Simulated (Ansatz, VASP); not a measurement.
**NaHg2 in VASP and in Ansatz**

```xyz
3
Lattice="4.9560 0.0000 0.0000 -2.4780 4.2920 0.0000 0.0000 0.0000 3.0924" Properties=species:S:1:pos:R:3 pbc="T T T"
Na    0.0000    0.0000    0.0000
Hg    0.0000    2.8613    1.5462
Hg    2.4780    1.4307    1.5462
```

Alike in both runs: functional LDA; k mesh 12 × 12 × 14; occupations fermi-dirac, width 0.15 eV; no spin polarisation.

Ansatz relaxed the structure, and its values are those at the end. VASP's run is a single point on that final structure, the one shown.

```csv
,VASP,Ansatz
version,VASP 6.6.1,Ansatz 0.2.0
potentials or method,"VASP PAW LDA potentials, release 64 (Na_pv, Hg), cutoff 520 eV","scalar-relativistic, plane waves, PAW"
valence electrons in the cell,31,49
```

|  | VASP | Ansatz | Ansatz less VASP |
| --- | --- | --- | --- |
| gap on the k mesh at the Fermi level (eV) | none | none | - |
| pressure (GPa) | 0.4 | 0.0 | -0.43 |

LDA's correlation is that of Perdew and Zunger in VASP and of Perdew and Wang (1992) in Ansatz. A gap of «none» marks a metal or a gap that the smearing closes. VASP's potentials hold 31 valence electrons a cell and Ansatz's 49, so a difference there can come from the potentials and not from the codes.

Neither program's run includes spin-orbit coupling.
